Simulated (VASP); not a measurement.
# InGaAs2 (P-4m2) in VASP: further runs

Runs on InGaAs2. Level: r2SCAN. Tasks: single point.

Everything below comes from runs of VASP 6.6.1. Logs are shortened: lines on timing, memory, paths and dates and some standing lists are left out, and cuts for length are marked.

## Step 1: The cell of the first run

It takes space group P-4m2 (No. 115, tetragonal). Conventional cell: a = 4.133 Å, b = 4.133 Å, c = 6.041 Å, α = 90.00°, β = 90.00°, γ = 90.00°. Within 3.5 Å of In (site symmetry -4m2) lie 4 As at 2.63 Å. Within 3.3 Å of Ga (site symmetry -4m2) lie 4 As at 2.49 Å. Within 3.3 Å of As (site symmetry 2mm) lie 2 Ga at 2.49 Å and 2 In at 2.63 Å.

## Step 2: Single point, r2SCAN (uniaxial strain along c: +2.0 %)

Input file POSCAR:

```
InGaAs2
1.0
    4.1325157560      0.0000000000      0.0000000000
    0.0000000000      4.1325157560      0.0000000000
    0.0000000000      0.0000000000      6.0407486793
In Ga As
1 1 2
Direct
    0.0000000000      0.0000000000      0.5000000000
    0.5000000000      0.5000000000      0.0000000000
    0.5000000000      0.0000000000      0.7698635068
    0.0000000000      0.5000000000      0.2301364932
```

Input file INCAR.step1:

```
PREC = Accurate
ENCUT = 520
ISMEAR = 0
SIGMA = 0.01
LREAL = False
LASPH = True
NELM = 80
NBANDS = 26
GGA = PE
ALGO = Normal
EDIFF = 1E-4
LWAVE = True
LCHARG = False
```

Input file INCAR.step2:

```
PREC = Accurate
ENCUT = 520
EDIFF = 1E-6
ISMEAR = 0
SIGMA = 0.01
LREAL = False
LASPH = True
NELM = 80
ALGO = Normal
ISIF = 2
LWAVE = False
LCHARG = False
METAGGA = R2SCAN
LMIXTAU = True
NBANDS = 26
ISTART = 1
```

Input file KPOINTS:

```
Automatic mesh
0
Gamma
  8 8 6
```

Potentials or basis: VASP PAW PBE potentials, release 64 (In_d, Ga_d, As).

Launch:

```sh
> cat potpaw_PBE.64/In_d/POTCAR potpaw_PBE.64/Ga_d/POTCAR potpaw_PBE.64/As/POTCAR > POTCAR
> cp INCAR.step1 INCAR
> mpirun -np 1 vasp_std > vasp.out
> cp INCAR.step2 INCAR
> mpirun -np 1 vasp_std > vasp.out
```

OUTCAR:

```text
PREC = Accurate
   ENCUT = 520
   EDIFF = 1E-6
   ISMEAR = 0
   LREAL = False
   LASPH = True
   NELM = 80
   ISIF = 2
   METAGGA = R2SCAN
   ISTART = 1

 ion  position               nearest neighbor table
   1  0.000  0.000  0.500-   3 2.63   4 2.63   4 2.63   3 2.63
   2  0.500  0.500  0.000-   3 2.49   4 2.49   3 2.49   4 2.49
   3  0.500  0.000  0.770-   2 2.49   2 2.49   1 2.63   1 2.63
   4  0.000  0.500  0.230-   2 2.49   2 2.49   1 2.63   1 2.63

  LATTYP: Found a simple tetragonal cell.
 ALAT       =     4.1325157560
 C/A-ratio  =     1.4617605923

  Lattice vectors:

 A1 = (   4.1325157560,   0.0000000000,   0.0000000000)
 A2 = (   0.0000000000,   4.1325157560,   0.0000000000)
 A3 = (   0.0000000000,   0.0000000000,   6.0407486793)

Analysis of symmetry for initial positions (statically):
=====================================================================
 Subroutine PRICEL returns:
 Original cell was already a primitive cell.

 Routine SETGRP: Setting up the symmetry group for a
 simple tetragonal supercell.

 Subroutine GETGRP returns: Found  8 space group operations
 (whereof  8 operations were pure point group operations)
 out of a pool of 16 trial point group operations.

The static configuration has the point symmetry D_2d.

Analysis of symmetry for dynamics (positions and initial velocities):
=====================================================================
 Subroutine PRICEL returns:
 Original cell was already a primitive cell.

 Routine SETGRP: Setting up the symmetry group for a
 simple tetragonal supercell.

 Subroutine GETGRP returns: Found  8 space group operations
 (whereof  8 operations were pure point group operations)
 out of a pool of 16 trial point group operations.

The dynamic configuration has the point symmetry D_2d.

 Subroutine INISYM returns: Found  8 space group operations
 (whereof  8 operations are pure point group operations),
 and found     1 'primitive' translations

----------------------------------------------------------------------------------------

                                     Primitive cell

  volume of cell :     103.1620

  direct lattice vectors                    reciprocal lattice vectors
     4.132515756  0.000000000  0.000000000     0.241983348  0.000000000  0.000000000
     0.000000000  4.132515756  0.000000000     0.000000000  0.241983348  0.000000000
     0.000000000  0.000000000  6.040748679     0.000000000  0.000000000  0.165542394

  length of vectors
     4.132515756  4.132515756  6.040748679     0.241983348  0.241983348  0.165542394

  position of ions in fractional coordinates (direct lattice)
     0.000000000  0.000000000  0.500000000
     0.500000000  0.500000000  0.000000000
     0.500000000  0.000000000  0.769863507
     0.000000000  0.500000000  0.230136493

  ion indices of the primitive-cell ions
   primitive index   ion index
                 1           1
                 2           2
                 3           3
                 4           4

----------------------------------------------------------------------------------------

 KPOINTS: Automatic mesh

Automatic generation of k-mesh.
 Grid dimensions read from file:
 generate k-points for:    8    8    6

 Generating k-lattice:

  Cartesian coordinates                     Fractional coordinates (reciprocal lattice)
     0.030247919  0.000000000  0.000000000     0.125000000  0.000000000  0.000000000
     0.000000000  0.030247919  0.000000000     0.000000000  0.125000000  0.000000000
     0.000000000  0.000000000  0.027590399     0.000000000  0.000000000  0.166666667

  Length of vectors
     0.030247919  0.030247919  0.027590399

  Shift w.r.t. Gamma in fractional coordinates (k-lattice)
     0.000000000  0.000000000  0.000000000

 Subroutine IBZKPT returns following result:
 ===========================================

 Found     60 irreducible k-points:

 Following reciprocal coordinates:
            Coordinates               Weight
  0.000000  0.000000  0.000000      1.000000
  0.125000  0.000000  0.000000      4.000000
  0.250000  0.000000  0.000000      4.000000
  0.375000  0.000000  0.000000      4.000000
  0.500000  0.000000  0.000000      2.000000
  0.125000  0.125000  0.000000      4.000000
[... 16 lines left out ...]
  0.375000  0.125000  0.166667     16.000000
  0.500000  0.125000  0.166667      8.000000
 [... further k-points ...]
   k-points           NKPTS =     60   k-points in BZ     NKDIM =     60   number of bands    NBANDS=     26
   number of dos      NEDOS =    301   number of ions     NIONS =      4
   total plane-waves  NPLWV =  49152
   dimension x,y,z NGX =    32 NGY =   32 NGZ =   48
   dimension x,y,z NGXF=    64 NGYF=   64 NGZF=   96
   ions per type =               1   1   2
   NGX,Y,Z   is equivalent  to a cutoff of  12.87, 12.87, 13.21 a.u.
   NGXF,Y,Z  is equivalent  to a cutoff of  25.75, 25.75, 26.42 a.u.
 SYSTEM =  unknown system
[... 34 lines left out ...]
   METAGGA = R2SCAN    functional components
   LHFCALC =     F    Hartree Fock is set to
   AEXX    =    0.0000 exact exchange contribution
   IVDW    =     0    specifies the selected vdW correction
   LEPSILON=     F    determine dielectric tensor
   LRPA    =     F    only Hartree local field effects (RPA)
 non-spin polarized calculation
 Gauss-broadening in eV      SIGMA  =   0.01
  energy-cutoff  :      520.00
  volume of cell :      103.16
 maximum number of plane-waves:      2800
 NGX is ok and might be reduce to    32
   NGX = 15   NGY = 15   NGZ = 23

 number of electron      35.9999990 magnetization

 Free energy of the ion-electron system (eV)
  ---------------------------------------------------
  ext. energy  EPLUGINS =         0.00000000
  ---------------------------------------------------
  free energy    TOTEN  =       -65.01201266 eV

  energy without entropy =      -65.01201266  energy(sigma->0) =      -65.01201266

 E-fermi :   3.9380     XC(G=0):  -9.8124

 val. band max:        3.8534465325   @ k =   0.0000   0.0000   0.0000
 cond. band min:       4.0323659878   @ k =   0.0000   0.0000   0.0000
 fundamental gap:      0.1789194553
 Fermi energy:         3.9380299234

 k-point     1 :       0.0000    0.0000    0.0000
  band No.  band energies     occupation
      1     -11.5278      2.00000
      2     -11.4526      2.00000
      3     -11.4526      2.00000
      4     -11.4105      2.00000
      5     -11.3828      2.00000
      6     -11.1349      2.00000
[... 18 lines left out ...]
     25      11.7307      0.00000
     26      13.3626      0.00000

 k-point     2 :       0.1250    0.0000    0.0000
  band No.  band energies     occupation
      1     -11.5250      2.00000
      2     -11.4579      2.00000
      3     -11.4521      2.00000
      4     -11.4090      2.00000
      5     -11.3839      2.00000
      6     -11.1282      2.00000
[... 18 lines left out ...]
     25      12.3580      0.00000
     26      12.7760      0.00000

 k-point     3 :       0.2500    0.0000    0.0000
  band No.  band energies     occupation
      1     -11.5183      2.00000
      2     -11.4705      2.00000
      3     -11.4510      2.00000
      4     -11.4054      2.00000
      5     -11.3865      2.00000
      6     -11.1145      2.00000
[... 18 lines left out ...]
     25      11.7949      0.00000
     26      11.8758      0.00000

 k-point     4 :       0.3750    0.0000    0.0000
  band No.  band energies     occupation
      1     -11.5117      2.00000
      2     -11.4829      2.00000
      3     -11.4500      2.00000
      4     -11.4019      2.00000
      5     -11.3891      2.00000
      6     -11.1086      2.00000
[... 18 lines left out ...]
     25      10.7079      0.00000
     26      10.9029      0.00000
[... 496 lines left out ...]
      1     -11.5162      2.00000
      2     -11.4748      2.00000
      3     -11.4501      2.00000
      4     -11.4046      2.00000
      5     -11.3879      2.00000
      6     -11.1128      2.00000
[... 18 lines left out ...]
     25       9.9497      0.00000
     26      11.8513      0.00000

 k-point    23 :       0.3750    0.1250    0.1667
  band No.  band energies     occupation
      1     -11.5118      2.00000
      2     -11.4866      2.00000
      3     -11.4483      2.00000
      4     -11.4014      2.00000
      5     -11.3907      2.00000
      6     -11.1065      2.00000
[... 18 lines left out ...]
     25      10.1454      0.00000
     26      11.6031      0.00000

 k-point    24 :       0.5000    0.1250    0.1667
  band No.  band energies     occupation
      1     -11.5101      2.00000
      2     -11.4915      2.00000
      3     -11.4476      2.00000
      4     -11.4001      2.00000
      5     -11.3918      2.00000
      6     -11.1079      2.00000
[... 18 lines left out ...]
     25      10.3695      0.00000
     26      10.8005      0.00000

 [... further k-points ...]

------------------------ aborting loop because EDIFF is reached ----------------------------------------

  FORCE on cell =-STRESS in cart. coord.  units (eV):
  Direction    XX          YY          ZZ          XY          YZ          ZX
  --------------------------------------------------------------------------------------
  -------------------------------------------------------------------------------------
  Total       -0.1147938     -0.1147938     -0.9956069      0.0000000      0.0000000      0.0000000
  in kB       -1.7828271     -1.7828271    -15.4624634      0.0000000      0.0000000      0.0000000
  external PRESSURE =      -6.3427059 kB  Pullay stress =       0.0000000 kB

 VOLUME and BASIS-vectors are now :
 -----------------------------------------------------------------------------
  energy-cutoff  :      520.00
  volume of cell :      103.16
      direct lattice vectors                 reciprocal lattice vectors
     4.132515756  0.000000000  0.000000000     0.241983348  0.000000000  0.000000000
     0.000000000  4.132515756  0.000000000     0.000000000  0.241983348  0.000000000
     0.000000000  0.000000000  6.040748679     0.000000000  0.000000000  0.165542394

 POSITION                                       TOTAL-FORCE (eV/Angst)
 -----------------------------------------------------------------------------------
      0.00000      0.00000      3.02037         0.000000      0.000000      0.000000
      2.06626      2.06626      0.00000        -0.000000     -0.000000      0.000000
      2.06626      0.00000      4.65055        -0.000000      0.000000     -0.015458
      0.00000      2.06626      1.39020        -0.000000      0.000000      0.015458
 -----------------------------------------------------------------------------------
    total drift:                                0.000000     -0.000000     -0.000000

  FREE ENERGIE OF THE ION-ELECTRON SYSTEM (eV)
  ---------------------------------------------------
  free  energy   TOTEN  =       -65.0120126636 eV

  energy  without entropy=      -65.0120126636  energy(sigma->0) =      -65.01201266
```

It took 6.4 min on 1 thread of Intel Xeon Platinum 8259CL at 2.50GHz (Skylake/Cascade Lake), shared host; peak memory 0.34 GiB.

Results:

- Free energy: -65.0120 eV
- Pressure: -0.6 GPa
- Largest force: 0.015 eV/Å
- Band gap on the k mesh: 0.18 eV

Forces in eV/Å, atoms in the order of the input:
```
In   0.000  0.000  0.000
Ga   0.000  0.000  0.000
As   0.000  0.000 -0.015
As   0.000  0.000  0.015
```

Stress tensor (GPa, compression positive):
```
-0.18  0.00  0.00
 0.00 -0.18  0.00
 0.00  0.00 -1.55
```

Caveat: the cell differs from its parent crystal (uniaxial strain along c: +2.0 %); semilocal functionals underestimate gaps, and a narrow one can read as zero; the PAW data sets were made with another functional, which shifts forces and pressure a little; spin-orbit coupling is left out, which moves the levels of the heavy elements.

## Step 3: Single point, r2SCAN

This run uses another cell than the first one, of 26.41 Å³/atom.

Input file POSCAR:

```
InGaAs2
1.0
    4.2008940543      0.0000000000      0.0000000000
    0.0000000000      4.2008940543      0.0000000000
    0.0000000000      0.0000000000      5.9858154217
In Ga As
1 1 2
Direct
    0.0000000000      0.0000000000      0.5000000000
    0.5000000000      0.5000000000      0.0000000000
    0.5000000000      0.0000000000      0.7694439200
    0.0000000000      0.5000000000      0.2305560800
```

Input file INCAR.step1:

```
PREC     = Accurate       # precision mode
ENCUT    = 520            # plane-wave cutoff, eV
ISMEAR   = 0              # smearing method
SIGMA    = 0.01           # smearing width, eV
LREAL    = False          # projectors in reciprocal space
LASPH    = True           # aspherical terms in the spheres
NELM     = 60             # most SCF steps
NBANDS   = 26             # bands
GGA      = PE             # functional
ALGO     = Normal         # electronic algorithm
EDIFF    = 1E-4           # SCF threshold, eV
LWAVE    = True           # write WAVECAR
LCHARG   = False          # write CHGCAR
```

Input file INCAR.step2:

```
PREC     = Accurate       # precision mode
ENCUT    = 520            # plane-wave cutoff, eV
EDIFF    = 1E-7           # SCF threshold, eV
ISMEAR   = 0              # smearing method
SIGMA    = 0.01           # smearing width, eV
LREAL    = False          # projectors in reciprocal space
LASPH    = True           # aspherical terms in the spheres
NELM     = 60             # most SCF steps
ALGO     = Normal         # electronic algorithm
ISIF     = 2              # what is computed and relaxed
LWAVE    = False          # write WAVECAR
LCHARG   = True           # write CHGCAR
METAGGA  = R2SCAN         # meta-GGA
LMIXTAU  = True         
LELF     = True           # ELF
LVHAR    = True         
NBANDS   = 26             # bands
ISTART   = 1
```

KPOINTS is that of step 2.

Potentials or basis: VASP PAW PBE potentials, release 64 (In_d, Ga_d, As).

Launch:

```sh
> cat potpaw_PBE.64/In_d/POTCAR potpaw_PBE.64/Ga_d/POTCAR potpaw_PBE.64/As/POTCAR > POTCAR
> cp INCAR.step1 INCAR
> mpirun -np 1 vasp_std > vasp.out
> cp INCAR.step2 INCAR
> mpirun -np 1 vasp_std > vasp.out
```

Run time: 8.1 min. Hardware: 1 thread of AMD EPYC 7R13 (Zen 3), shared host; peak memory 0.32 GiB.

It converged, with:

```
Free energy            : -64.9995 eV
Pressure               : -2.0 GPa
Largest force          : 0.004 eV/Å
Band gap on the k mesh : 0.08 eV
```

Forces in eV/Å, atoms in the order of the input:
```
In   0.000  0.000  0.000
Ga   0.000  0.000  0.000
As   0.000  0.000 -0.004
As   0.000  0.000  0.004
```

Levels at points of the mesh, in eV from the valence-band top:
| k point | band 15 | band 16 | band 17 | band 18 | band 19 | band 20 | band 21 | band 22 |
| --- | --- | --- | --- | --- | --- | --- | --- | --- |
| (0.00, 0.00, 0.00) | -2.48 | -0.15 | 0.00 | 0.00 | 0.08 | 1.89 | 2.15 | 4.11 |
| (0.50, 0.00, 0.00) | -3.13 | -2.86 | -1.43 | -0.82 | 2.30 | 3.39 | 5.19 | 5.29 |
| (0.50, 0.50, 0.00) | -2.61 | -2.45 | -2.45 | -2.27 | 1.82 | 1.82 | 1.94 | 2.25 |
| (0.00, 0.00, 0.50) | -1.85 | -1.85 | -1.18 | -1.18 | 2.15 | 2.33 | 3.16 | 3.53 |
| (0.50, 0.00, 0.50) | -1.39 | -1.09 | -1.06 | -0.74 | 0.84 | 1.38 | 4.60 | 4.93 |
| (0.50, 0.50, 0.50) | -3.18 | -3.11 | -2.98 | -2.98 | 4.43 | 4.50 | 4.72 | 4.72 |

Caveat: semilocal functionals underestimate gaps, and a narrow one can read as zero; the PAW data sets were made with another functional, which shifts forces and pressure a little; spin-orbit coupling is left out, which moves the levels of the heavy elements.

## Step 4: Single point, r2SCAN (uniaxial strain along c: -1.0 %)

Input file POSCAR:

```
InGaAs2
1.0
    4.1636653722      0.0000000000      0.0000000000
    0.0000000000      4.1636653722      0.0000000000
    0.0000000000      0.0000000000      5.8630796005
In Ga As
1 1 2
Direct
    0.0000000000      0.0000000000      0.5000000000
    0.5000000000      0.5000000000      0.0000000000
    0.5000000000      0.0000000000      0.7698871171
    0.0000000000      0.5000000000      0.2301128829
```

Input file INCAR.step1:

```
SYSTEM = InGaAs2
ALGO = Normal
EDIFF = 1E-4
ENCUT = 520
GGA = PE
ISMEAR = 0
LASPH = .TRUE.
LCHARG = .FALSE.
LREAL = .FALSE.
LWAVE = .TRUE.
NBANDS = 26
NELM = 60
PREC = Accurate
SIGMA = 0.01
```

Input file INCAR.step2:

```
SYSTEM = InGaAs2
ALGO = Normal
EDIFF = 1E-6
ENCUT = 520
ISIF = 2
ISMEAR = 0
ISTART = 1
LASPH = .TRUE.
LCHARG = .FALSE.
LMIXTAU = .TRUE.
LREAL = .FALSE.
LWAVE = .FALSE.
METAGGA = R2SCAN
NBANDS = 26
NELM = 60
PREC = Accurate
SIGMA = 0.01
```

Input file KPOINTS:

```
k-points
0
G
  8 8 6
  0 0 0
```

Launch:

```sh
> cat potpaw_PBE.64/In_d/POTCAR potpaw_PBE.64/Ga_d/POTCAR potpaw_PBE.64/As/POTCAR > POTCAR
> cp INCAR.step1 INCAR
> mpirun -np 1 vasp_std > vasp.out
> cp INCAR.step2 INCAR
> mpirun -np 1 vasp_std > vasp.out
```

It took 13 min on 1 thread of Intel Xeon 8259CL, shared host; peak memory 0.34 GiB.

The run converged. Its results:

- Free energy: -65.0188 eV
- Pressure: 0.4 GPa
- Largest force: 0.007 eV/Å
- Band gap on the k mesh: 0.33 eV

Forces in eV/Å, atoms in the order of the input:
```
In   0.000  0.000  0.000
Ga   0.000  0.000  0.000
As   0.000  0.000  0.007
As   0.000  0.000 -0.007
```

Stress tensor (GPa, compression positive):
```
0.15 0.00 0.00
0.00 0.15 0.00
0.00 0.00 0.77
```

Levels at points of the mesh, in eV from the valence-band top:
```csv
k point,band 14,band 15,band 16,band 17,band 18,band 19,band 20,band 21,band 22,band 23
"(0.00, 0.00, 0.00)",-2.65,-2.65,-0.11,0.00,0.00,0.33,1.82,2.12,4.16,4.16
"(0.50, 0.00, 0.00)",-5.04,-3.24,-2.96,-1.53,-0.90,2.35,3.50,5.28,5.46,5.68
"(0.50, 0.50, 0.00)",-5.93,-2.70,-2.54,-2.54,-2.35,1.80,1.80,2.00,2.32,9.95
"(0.00, 0.00, 0.50)",-3.87,-1.98,-1.98,-1.27,-1.27,2.14,2.27,3.25,3.71,6.58
"(0.50, 0.00, 0.50)",-6.09,-1.49,-1.09,-1.05,-0.80,0.94,1.52,4.67,4.94,5.03
"(0.50, 0.50, 0.50)",-5.64,-3.34,-3.24,-3.14,-3.14,4.70,4.79,4.83,4.83,5.63
```

Caveat: the cell differs from its parent crystal (uniaxial strain along c: -1.0 %); semilocal functionals underestimate gaps, and a narrow one can read as zero; the PAW data sets were made with another functional, which shifts forces and pressure a little; spin-orbit coupling is left out, which moves the levels of the heavy elements.

## Step 5: Overview

```csv
cell,gap on the mesh (eV),pressure (GPa),largest force (eV/Å)
"a = 4.133, b = 4.133, c = 6.041 Å, 4 atoms, atomic positions A",0.18,-0.6,0.02
"a = 4.201, b = 4.201, c = 5.986 Å, 4 atoms, atomic positions B",0.08,-2.0,-
"a = 4.164, b = 4.164, c = 5.863 Å, 4 atoms, atomic positions A",0.33,0.4,0.01
```

Alike in all rows: task single point; level r2SCAN; potentials or basis VASP PAW PBE potentials, release 64 (In_d, Ga_d, As); no spin polarisation; k mesh 8 × 8 × 6; cutoff (eV) 520; smearing gaussian 0.01 eV.

Caveats: semilocal functionals underestimate gaps, and a narrow one can read as zero; the PAW data sets were made with another functional, which shifts forces and pressure a little; spin-orbit coupling is left out, which moves the levels of the heavy elements.

Total energies depend on the potentials used, so only differences within one code and one set of settings carry meaning.
